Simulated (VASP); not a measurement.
## H4CO: single point with LDA

H4CO:

```
C O H
1.0
     7.12562    0.00000    0.00000
     0.00000    7.12562    0.00000
     0.00000    0.00000    7.12562
C O H
6 6 24
Direct
  0.65408 0.08785 0.11638
  0.78990 0.54931 0.74079
  0.32536 0.62084 0.07362
  0.20703 0.88062 0.36765
  0.11332 0.37226 0.45193
  0.47270 0.13833 0.68943
  0.75192 0.01681 0.28621
  0.81740 0.73142 0.69724
  0.27578 0.42191 0.06459
  0.11299 0.96509 0.52271
  0.01335 0.26480 0.30856
  0.50004 0.95350 0.76454
  0.59897 0.95889 0.06016
  0.84626 0.11579 0.31717
  0.55560 0.18540 0.15839
  0.74784 0.15338 0.00888
  0.79057 0.45600 0.60447
  0.88154 0.79958 0.79884
  0.89582 0.49496 0.84613
  0.65687 0.53261 0.81573
  0.23671 0.69621 0.16415
  0.20746 0.41965 0.94584
  0.46134 0.64737 0.13702
  0.33986 0.68910 0.92910
  0.29022 0.98998 0.29247
  0.04889 0.86738 0.59748
  0.30438 0.76267 0.37650
  0.08830 0.82480 0.27539
  0.08897 0.53169 0.43861
  0.09627 0.31833 0.19757
  0.03034 0.32185 0.58067
  0.25647 0.31770 0.46994
  0.32147 0.14912 0.71707
  0.60100 0.88451 0.71138
  0.55568 0.25428 0.75563
  0.50307 0.14132 0.53891
```

* Program: VASP 6.6.1
* Task: single point
* Functional: LDA
* Potentials or basis: VASP PAW LDA potentials, release 64 (C, O, H)
* Cutoff: 520 eV
* k mesh: 1 × 1 × 1
* Occupations: fermi-dirac, width 0.05 eV
* Spin: no spin polarisation

```json
{
  "Pressure": "-0.7 GPa",
  "Largest force": "4.117 eV/Å",
  "Band gap on the k mesh": "3.27 eV"
}
```

Forces in eV/Å, atoms in the order of the input:
```
C    3.011 -2.272  1.313
C    0.063 -3.102  0.085
C    1.188 -0.648 -1.914
C   -2.124  0.845 -0.535
C   -2.779 -0.900  1.306
C   -0.185 -1.238  0.613
O   -0.442  0.896 -1.292
O    1.010  2.769 -0.594
O   -0.043  1.170 -0.277
O    1.077 -0.670  0.345
O    2.803  2.672 -1.398
O   -1.086  1.143  0.641
H   -0.771 -0.128 -0.639
H    0.148 -0.279  0.082
H   -2.142  1.732  0.475
H    0.086 -0.190  0.319
H   -0.033  1.055  1.623
H   -0.405 -0.193 -0.019
H   -0.184 -0.012 -0.704
H   -0.602 -0.288  0.011
H   -1.474  0.485  0.170
H    0.025 -0.595 -0.111
H    0.870 -0.657  0.215
H   -0.406 -0.488  0.821
H   -0.480 -0.060  0.079
H    0.012  0.053 -0.601
H    0.317 -0.287  1.495
H    0.616  0.660  0.189
H    0.547 -1.248 -0.090
H   -1.249 -1.074  0.744
H    1.042  0.658 -0.550
H    0.258  0.443 -0.212
H   -0.121  0.812 -0.356
H    1.573 -0.582 -0.995
H   -0.104 -0.456  0.233
H   -0.013 -0.025 -0.471
```

Stress tensor (GPa, compression positive):
```
 0.16 -2.14  0.24
-2.14 -1.06  1.26
 0.24  1.26 -1.20
```

Levels at points of the mesh, in eV from the valence-band top:
```tsv
k point	band 38	band 39	band 40	band 41	band 42	band 43	band 44	band 45	band 46	band 47
(0.00, 0.00, 0.00)	-1.42	-1.15	-0.60	-0.56	0.00	3.27	4.66	4.89	5.14	5.82
```

Wall time 46 s on 1 thread of Intel(R) Xeon(R) Platinum 8259CL CPU @ 2.50GHz (Skylake/Cascade Lake) (shared host), peak memory 0.28 GiB.

Caveat: the k points lie up to 0.88 Å⁻¹ apart.
